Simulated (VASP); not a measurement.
# WS2 (P6_3/mmc) in VASP: single point with PBEsol

Aim: the single point of WS2 with PBEsol.

Program: VASP 6.6.1. These are calculated values, not measurements. Logs are shortened: lines on timing, memory, paths and dates and some standing lists are left out, and cuts for length are marked.

## 1. The cell of the first run

Symmetry: P6_3/mmc, No. 194, hexagonal system. Conventional cell: a = 3.180 Å, b = 3.180 Å, c = 12.500 Å, α = 90.00°, β = 90.00°, γ = 120.00°. W (site symmetry -6m2) has 6 S at 2.41 Å and 6 W at 3.18 Å within 3.2 Å. Within 3.2 Å of S (site symmetry 3m) lie 3 W at 2.41 Å and 7 S at 3.12 to 3.18 Å.

## 2. Single point, PBEsol

Input file POSCAR:

```
WS2
1.0
    3.1800000000      0.0000000000      0.0000000000
   -1.5900000000      2.7539607800      0.0000000000
    0.0000000000      0.0000000000     12.5000000000
W S
2 4
Direct
    0.3333333300      0.6666666700      0.2500000000
    0.6666666700      0.3333333300      0.7500000000
    0.3333333300      0.6666666700      0.6250000000
    0.6666666700      0.3333333300      0.1250000000
    0.3333333300      0.6666666700      0.8750000000
    0.6666666700      0.3333333300      0.3750000000
```

Input file INCAR.step1:

```
SYSTEM = WS2
PREC = Accurate ; ENCUT = 520
EDIFF = 1E-6 ; ISMEAR = 1
SIGMA = 0.15 ; LREAL = .False.
LASPH = .True. ; NELM = 100
ALGO = Normal ; ISIF = 2
LWAVE = .False. ; LCHARG = .True.
LMAXMIX = 4 ; GGA = PS
NBANDS = 35
```

Input file KPOINTS.step1:

```
Automatic mesh
0
Gamma
  9 9 2
  0 0 0
```

Input file INCAR.step2:

```
SYSTEM = WS2
PREC = Accurate ; ENCUT = 520
EDIFF = 1E-6 ; ISMEAR = -5
SIGMA = 0.15 ; LREAL = .False.
LASPH = .True. ; NELM = 100
ALGO = Normal ; ISIF = 2
LWAVE = .False. ; LCHARG = .False.
LMAXMIX = 4 ; GGA = PS
LORBIT = 10 ; NEDOS = 2001
ICHARG = 11
```

Input file KPOINTS.step2:

```
Automatic mesh
0
Gamma
  14 14 3
  0 0 0
```

Potentials or basis: VASP PAW PBE potentials, release 64 (W_sv, S).

Started as:

```console
cat potpaw_PBE.64/W_sv/POTCAR potpaw_PBE.64/S/POTCAR > POTCAR
cp INCAR.step1 INCAR
cp KPOINTS.step1 KPOINTS
mpirun -np 1 vasp_std > vasp.out
cp INCAR.step2 INCAR
cp KPOINTS.step2 KPOINTS
mpirun -np 1 vasp_std > vasp.out
```

OUTCAR:

```text
SYSTEM = WS2
   PREC = Accurate
   ENCUT = 520
   EDIFF = 1E-6
   ISMEAR = -5
   LREAL = .False.
   LASPH = .True.
   NELM = 100
   ISIF = 2
   GGA = PS
   LORBIT = 10
   ICHARG = 11

 ion  position               nearest neighbor table
   1  0.333  0.667  0.250-   4 2.41   6 2.41   4 2.41   6 2.41   4 2.41   6 2.41
   2  0.667  0.333  0.750-   3 2.41   5 2.41   3 2.41   5 2.41   3 2.41   5 2.41
   3  0.333  0.667  0.625-   2 2.41   2 2.41   2 2.41
   4  0.667  0.333  0.125-   1 2.41   1 2.41   1 2.41
   5  0.333  0.667  0.875-   2 2.41   2 2.41   2 2.41
   6  0.667  0.333  0.375-   1 2.41   1 2.41   1 2.41

  LATTYP: Found a hexagonal cell.
 ALAT       =     3.1800000000
 C/A-ratio  =     3.9308176101

  Lattice vectors:

 A1 = (   3.1800000000,   0.0000000000,   0.0000000000)
 A2 = (  -1.5900000000,   2.7539607800,   0.0000000000)
 A3 = (   0.0000000000,   0.0000000000,  12.5000000000)

Analysis of symmetry for initial positions (statically):
=====================================================================
 Subroutine PRICEL returns:
 Original cell was already a primitive cell.

 Routine SETGRP: Setting up the symmetry group for a
 hexagonal supercell.

 Subroutine GETGRP returns: Found 24 space group operations
 (whereof 12 operations were pure point group operations)
 out of a pool of 24 trial point group operations.

The static configuration has the point symmetry D_3d.
 The point group associated with its full space group is D_6h.

Analysis of symmetry for dynamics (positions and initial velocities):
=====================================================================
 Subroutine PRICEL returns:
 Original cell was already a primitive cell.

 Routine SETGRP: Setting up the symmetry group for a
 hexagonal supercell.

 Subroutine GETGRP returns: Found 24 space group operations
 (whereof 12 operations were pure point group operations)
 out of a pool of 24 trial point group operations.

The dynamic configuration has the point symmetry D_3d.
 The point group associated with its full space group is D_6h.

 Subroutine INISYM returns: Found 24 space group operations
 (whereof 12 operations are pure point group operations),
 and found     1 'primitive' translations

----------------------------------------------------------------------------------------

                                     Primitive cell

  volume of cell :     109.4699

  direct lattice vectors                    reciprocal lattice vectors
     3.180000000  0.000000000  0.000000000     0.314465409  0.181556689  0.000000000
    -1.590000000  2.753960780  0.000000000     0.000000000  0.363113377  0.000000000
     0.000000000  0.000000000 12.500000000     0.000000000  0.000000000  0.080000000

  length of vectors
     3.180000000  3.179999997 12.500000000     0.363113377  0.363113377  0.080000000

  position of ions in fractional coordinates (direct lattice)
     0.333333330  0.666666670  0.250000000
     0.666666670  0.333333330  0.750000000
     0.333333330  0.666666670  0.625000000
     0.666666670  0.333333330  0.125000000
     0.333333330  0.666666670  0.875000000
     0.666666670  0.333333330  0.375000000

  ion indices of the primitive-cell ions
   primitive index   ion index
                 1           1
                 2           2
                 3           3
                 4           4
                 5           5
                 6           6

----------------------------------------------------------------------------------------

 KPOINTS: Automatic mesh

Automatic generation of k-mesh.
 Grid dimensions read from file:
 generate k-points for:   14   14    3

 Generating k-lattice:

  Cartesian coordinates                     Fractional coordinates (reciprocal lattice)
     0.022461815  0.012968335  0.000000000     0.071428571  0.000000000  0.000000000
     0.000000000  0.025936670  0.000000000     0.000000000  0.071428571  0.000000000
     0.000000000  0.000000000  0.026666667     0.000000000  0.000000000  0.333333333

  Length of vectors
     0.025936670  0.025936670  0.026666667

  Shift w.r.t. Gamma in fractional coordinates (k-lattice)
     0.000000000  0.000000000  0.000000000

 TETIRR: Found    511 inequivalent tetrahedra from     3528

 Subroutine IBZKPT returns following result:
 ===========================================

 Found     48 irreducible k-points:

 Following reciprocal coordinates:
            Coordinates               Weight
  0.000000  0.000000  0.000000      1.000000
  0.071429 -0.000000  0.000000      6.000000
  0.142857  0.000000  0.000000      6.000000
  0.214286 -0.000000  0.000000      6.000000
  0.285714 -0.000000  0.000000      6.000000
  0.357143 -0.000000  0.000000      6.000000
[... 16 lines left out ...]
  0.285714  0.285714  0.000000      6.000000
  0.357143  0.285714  0.000000      6.000000
 [... further k-points ...]
   k-points           NKPTS =     48   k-points in BZ     NKDIM =     48   number of bands    NBANDS=     31
   number of dos      NEDOS =   2001   number of ions     NIONS =      6
   total plane-waves  NPLWV =  55296
   dimension x,y,z NGX =    24 NGY =   24 NGZ =   96
   dimension x,y,z NGXF=    48 NGYF=   48 NGZF=  192
   ions per type =               2   4
   NGX,Y,Z   is equivalent  to a cutoff of  12.55, 12.55, 12.77 a.u.
   NGXF,Y,Z  is equivalent  to a cutoff of  25.09, 25.09, 25.54 a.u.
 SYSTEM =  WS2
   PREC   = accura    normal or accurate (medium, high low for compatibility)
   ISTART =      0    job   : 0-new  1-cont  2-samecut
   ICHARG =     11    charge: 1-file 2-atom 10-const
   ISPIN  =      1    spin polarized calculation?
   LNONCOLLINEAR =      F non collinear calculations
   LSORBIT =      F    spin-orbit coupling
   LASPH  =      T    aspherical Exc in radial PAW
   ENCUT  =  520.0 eV  38.22 Ry    6.18 a.u.   5.91  5.91 23.24*2*pi/ulx,y,z
   NELM   =    100;   NELMIN=  2; NELMDL=  0     # of ELM steps
   EDIFF  = 0.1E-05   stopping-criterion for ELM
   LREAL  =      F    real-space projection
[... 7 lines left out ...]
   TEBEG  =    0.0;   TEEND  =   0.0 temperature during run
   PSTRESS=    0.0 pullay stress
   NELECT =      52.0000    total number of electrons
   NUPDOWN=      -1.0000    fix difference up-down
   EMIN   =  10.00;   EMAX   =-10.00  energy-range for DOS
   EFERMI =   0.00;   METHOD = LEGACY
   ISMEAR =    -5;   SIGMA  =   0.15  broadening in eV -4-tet -1-fermi 0-gaus
   EFERMI_NEDOS =   21; number of points for ismear=-14 and -15
   IALGO  =     38    algorithm
   IMIX   =      4    mixing-type and parameters
     AMIX     =   0.40;   BMIX     =  1.00
     AMIX_MAG =   1.60;   BMIX_MAG =  1.00
  volume/ion in A,a.u.               =      18.24       123.12
  Fermi-wavevector in a.u.,A,eV,Ry     =   1.277353  2.413847 22.199689  1.631631
  Thomas-Fermi vector in A             =   2.409958
   LORBIT       =     10    0 simple, 1 ext, 2 COOP (PROOUT), +10 PAW based schemes
   GGA     = PS    functional components
   LHFCALC =     F    Hartree Fock is set to
   AEXX    =    0.0000 exact exchange contribution
   IVDW    =     0    specifies the selected vdW correction
   LEPSILON=     F    determine dielectric tensor
   LRPA    =     F    only Hartree local field effects (RPA)
 non-spin polarized calculation
 Fermi weights with tetrahedron method with Bloechl corrections
  energy-cutoff  :      520.00
  volume of cell :      109.47
 maximum number of plane-waves:      2978
 NGX is ok and might be reduce to    24

 number of electron      52.0000006 magnetization

 Free energy of the ion-electron system (eV)
  ---------------------------------------------------
  ext. energy  EPLUGINS =         0.00000000
  ---------------------------------------------------
  free energy    TOTEN  =       -50.53029509 eV

  energy without entropy =      -50.53029509  energy(sigma->0) =      -50.53029509

 E-fermi :   7.0400     XC(G=0): -10.9463

 val. band max:        7.0231730343   @ k =   0.0000   0.0000   0.0000
 cond. band min:       8.0815539300   @ k =   0.2143   0.1429   0.0000
 fundamental gap:      1.0583808956
 Fermi energy:         7.0400419564

 k-point     1 :       0.0000    0.0000    0.0000
  band No.  band energies     occupation
      1     -67.5652      2.00000
      2     -67.5652      2.00000
      3     -31.8132      2.00000
      4     -31.8132      2.00000
      5     -31.6566      2.00000
      6     -31.6566      2.00000
[... 23 lines left out ...]
     30       9.3537      0.00000
     31       9.4472      0.00000

 k-point     2 :       0.0714   -0.0000    0.0000
  band No.  band energies     occupation
      1     -67.5643      2.00000
      2     -67.5643      2.00000
      3     -31.8102      2.00000
      4     -31.8101      2.00000
      5     -31.6738      2.00000
      6     -31.6738      2.00000
[... 23 lines left out ...]
     30       9.3068      0.00000
     31       9.4097      0.00000

 k-point     3 :       0.1429    0.0000    0.0000
  band No.  band energies     occupation
      1     -67.5620      2.00000
      2     -67.5619      2.00000
      3     -31.8015      2.00000
      4     -31.8015      2.00000
      5     -31.7217      2.00000
      6     -31.7217      2.00000
[... 23 lines left out ...]
     30       9.2861      0.00000
     31       9.3059      0.00000

 k-point     4 :       0.2143   -0.0000    0.0000
  band No.  band energies     occupation
      1     -67.5585      2.00000
      2     -67.5585      2.00000
      3     -31.7902      2.00000
      4     -31.7902      2.00000
      5     -31.7890      2.00000
      6     -31.7889      2.00000
[... 635 lines left out ...]
     30       9.8754      0.00000
     31      10.1450      0.00000

 k-point    23 :       0.2857    0.2857    0.0000
  band No.  band energies     occupation
      1     -67.5467      2.00000
      2     -67.5467      2.00000
      3     -31.9308      2.00000
      4     -31.9308      2.00000
      5     -31.8381      2.00000
      6     -31.8381      2.00000
[... 23 lines left out ...]
     30       9.8756      0.00000
     31      10.3044      0.00000

 k-point    24 :       0.3571    0.2857    0.0000
  band No.  band energies     occupation
      1     -67.5461      2.00000
      2     -67.5461      2.00000
      3     -31.9216      2.00000
      4     -31.9216      2.00000
      5     -31.8602      2.00000
      6     -31.8602      2.00000
[... 23 lines left out ...]
     30      10.2283      0.00000
     31      10.3346      0.00000

 [... further k-points ...]
[... 5 lines left out ...]
  --------------------------------------------------------------------------------------
  -------------------------------------------------------------------------------------
  Total       -2.3321713     -2.3321713     -0.6685234      0.0000000     -0.0000000      0.0000000
  in kB      -34.1331328    -34.1331327     -9.7843571      0.0000000     -0.0000000      0.0000000
  external PRESSURE =     -26.0168742 kB  Pullay stress =       0.0000000 kB

 VOLUME and BASIS-vectors are now :
 -----------------------------------------------------------------------------
  energy-cutoff  :      520.00
  volume of cell :      109.47
      direct lattice vectors                 reciprocal lattice vectors
     3.180000000  0.000000000  0.000000000     0.314465409  0.181556689  0.000000000
    -1.590000000  2.753960780  0.000000000     0.000000000  0.363113377  0.000000000
     0.000000000  0.000000000 12.500000000     0.000000000  0.000000000  0.080000000

 POSITION                                       TOTAL-FORCE (eV/Angst)
 -----------------------------------------------------------------------------------
     -0.00000      1.83597      3.12500        -0.000000      0.000000     -0.000000
      1.59000      0.91799      9.37500         0.000000     -0.000000     -0.000000
     -0.00000      1.83597      7.81250        -0.000000      0.000000      0.132813
      1.59000      0.91799      1.56250        -0.000000      0.000000      0.132813
     -0.00000      1.83597     10.93750        -0.000000      0.000000     -0.132813
      1.59000      0.91799      4.68750        -0.000000      0.000000     -0.132813
 -----------------------------------------------------------------------------------
    total drift:                               -0.000010      0.000006     -0.000000

  FREE ENERGIE OF THE ION-ELECTRON SYSTEM (eV)
  ---------------------------------------------------
  free  energy   TOTEN  =       -50.5302950892 eV

  energy  without entropy=      -50.5302950892  energy(sigma->0) =      -50.53029509

 total charge

# of ion       s       p       d       tot
------------------------------------------
    1        2.323   6.327   3.390  12.041
    2        2.323   6.327   3.390  12.041
    3        1.352   2.341   0.000   3.693
    4        1.352   2.341   0.000   3.693
    5        1.352   2.341   0.000   3.693
    6        1.352   2.341   0.000   3.693
--------------------------------------------------
tot         10.055  22.017   6.781  38.853
```

It took 2.2 min on 1 thread of Intel Xeon Platinum 8259CL at 2.50GHz (Skylake/Cascade Lake), shared host; peak memory 0.29 GiB.

What came out:

```
Valence electrons inside the program's atomic spheres : W 12.04; S 3.69
```

Levels at points of the mesh, in eV from the valence-band top:
```tsv
k point	band 24	band 25	band 26	band 27	band 28	band 29
(0.00, 0.00, 0.00)	-1.55	-1.12	0.00	2.25	2.26	2.28
(0.50, 0.00, 0.00)	-1.82	-1.68	-1.51	2.20	2.24	2.54
```

Caveat: the PAW data sets were made with another functional, which shifts forces and pressure a little; spin-orbit coupling is left out, which moves the levels of the heavy elements; this functional lacks dispersion, which binds layers or chains, so the pressure and a relaxed spacing across them are unreliable.
